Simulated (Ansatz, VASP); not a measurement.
**Sb: VASP beside Ansatz**

```xyz
2
Lattice="2.1685 1.2520 3.8715 -2.1685 1.2520 3.8715 0.0000 -2.5040 3.8715" Properties=species:S:1:pos:R:3 pbc="T T T"
Sb    0.0000    0.0000    2.6900
Sb    0.0000    0.0000    8.9243
```

Alike in both runs: functional r2SCAN; k mesh 12 × 12 × 12; occupations fermi-dirac, width 0.15 eV; no spin polarisation.

Ansatz relaxed the structure, and its values are those at the end. VASP's run is a single point on that final structure, the one shown.

```csv
,VASP,Ansatz
version,VASP 6.6.1,Ansatz 0.2.0
potentials or method,"VASP PAW PBE potentials, release 64 (Sb), cutoff 520 eV","scalar-relativistic, plane waves, PAW"
valence electrons in the cell,10,30
```

```tsv
	VASP	Ansatz	Ansatz less VASP
gap on the k mesh at the Fermi level (eV)	none	none	-
pressure (GPa)	0.1	0.0	-0.11
rms of the force components (eV/Å)	0.031	0.000	-0.0308
```

VASP's potentials were made for PBE, not for r2SCAN. A gap of «none» marks a metal or a gap that the smearing closes. VASP's potentials hold 10 valence electrons a cell and Ansatz's 30, so a difference there can come from the potentials and not from the codes.

Spin-orbit coupling is off throughout.
